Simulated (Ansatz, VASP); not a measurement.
Two plane-wave programs on SiO2

```
CELL_PARAMETERS angstrom
-2.57620 2.57620 3.59716
2.57620 -2.57620 3.59716
2.57620 2.57620 -3.59716
ATOMIC_POSITIONS crystal
Si 0.00000 0.00000 0.00000
Si 0.75000 0.25000 0.50000
O 0.96701 0.62500 0.84201
O 0.37500 0.21701 0.34201
O 0.78299 0.12500 0.15799
O 0.87500 0.03299 0.65799
```

Change from the starting cell: strain +0.025 along x and y, -0.025 along z, atoms carried along.

Alike in both runs: task single point; functional PBE; k mesh 6 × 6 × 6; occupations gaussian, width 0.05 eV; no spin polarisation.

|  | VASP | Ansatz |
| --- | --- | --- |
| version | VASP 6.6.1 | Ansatz 0.2.0 |
| potentials or method | VASP PAW PBE potentials, release 64 (Si, O), cutoff 520 eV | scalar-relativistic, plane waves, PAW |
| valence electrons in the cell | 32 | 32 |

VASP gave:

```
gap on the k mesh at the Fermi level (eV)                     : 5.58
least direct gap on the mesh (eV)                             : 5.58
pressure (GPa)                                                : -3.6
traceless stress, the component that is largest in VASP (GPa) : 1.82
rms of the force components (eV/Å)                            : 0.135
```

Q: Estimate Ansatz's values.

A: gap on the k mesh at the Fermi level (eV): 5.58; least direct gap on the mesh (eV): 5.58; pressure (GPa): -3.7; traceless stress, the component that is largest in VASP (GPa): 1.81; rms of the force components (eV/Å): 0.133.

Atom by atom the forces differ by 0.002 eV/Å (rms over components). The functional is the same, so the differences come from potentials, cutoffs and numerics.
